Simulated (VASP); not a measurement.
Write the native input for VASP 6.6.1 that does the following.

```
Task                   : single point
Functional             : PBE
Potentials or basis    : VASP PAW PBE potentials, release 64 (Zr_sv, N)
Cutoff                 : 520 eV
k mesh                 : 4 × 4 × 4
Occupations            : gaussian, width 0.1 eV
Spin                   : no spin polarisation
Dipole correction      : no
Further INCAR settings : LREAL = Auto; ALGO = Normal; EDIFF = 1e-06; NBANDS = 88
```

The structure of Zr9N8 (a cell with a defect) lies in POSCAR:

```
Zr9N8
1.0
    0.0000000000      4.5945978683     -4.5945978683
    4.5945978683      4.5945978683      0.0000000000
    4.5945978683      0.0000000000     -4.5945978683
Zr N
9 8
Direct
    0.2514605267      0.7511930530      0.2444738435
    0.2514265738      0.2528663081      0.2444851611
    0.7508662562      0.7519590613      0.2451643283
    0.7282659105      0.2405270345      0.2903548990
    0.2514547591      0.7511161148      0.7460963066
    0.3684379022      0.2126562602      0.7059124853
    0.7282827781      0.7972317937      0.7337559448
    0.7282789693      0.2406423874      0.7339737006
    0.9569000653      0.3501468564      0.8431980580
    0.5171809521      0.4964657551     -0.0102203721
    0.4999075144     -0.0118558798      0.0237787948
    0.9977933067      0.5196711591      0.0131763436
    0.9978247567     -0.0304539165      0.0128989526
    0.5000926231      0.5304258544      0.4813369012
    0.4998563674     -0.0120097561      0.4813468041
    0.9977995096      0.5197365620      0.4627034968
    1.0102600125     -0.0011159845      0.4920779935
```

The input as run:

INCAR

```
SYSTEM = Zr9N8
  PREC = Accurate
  ENCUT = 520
  EDIFF = 1E-6
  ISMEAR = 0
  SIGMA = 0.1
  LREAL = Auto
  LASPH = .TRUE.
  NELM = 60
  ALGO = Normal
  ISIF = 2
  LWAVE = .FALSE.
  LCHARG = .TRUE.
  GGA = PE
  LELF = .TRUE.
  LVHAR = .TRUE.
  NBANDS = 88
```

KPOINTS

```
Automatic mesh
0
G
  4 4 4
  0 0 0
```

Potentials or basis: VASP PAW PBE potentials, release 64 (Zr_sv, N).

The run is started by

```console
$ cat potpaw_PBE.64/Zr_sv/POTCAR potpaw_PBE.64/N/POTCAR > POTCAR
$ mpirun -np 1 vasp_std > vasp.out
```

Results of the run:

```yaml
Pressure: 37.8 GPa
Largest_force: 0.106 eV/Å
Band_gap_on_the_k_mesh: zero (bands 74 and 75 overlap by 0.70 eV)
```

It took 17 min on 1 thread of Intel(R) Xeon(R) 6975P-C (Granite Rapids), with other jobs on the host, peak memory 0.55 GiB.
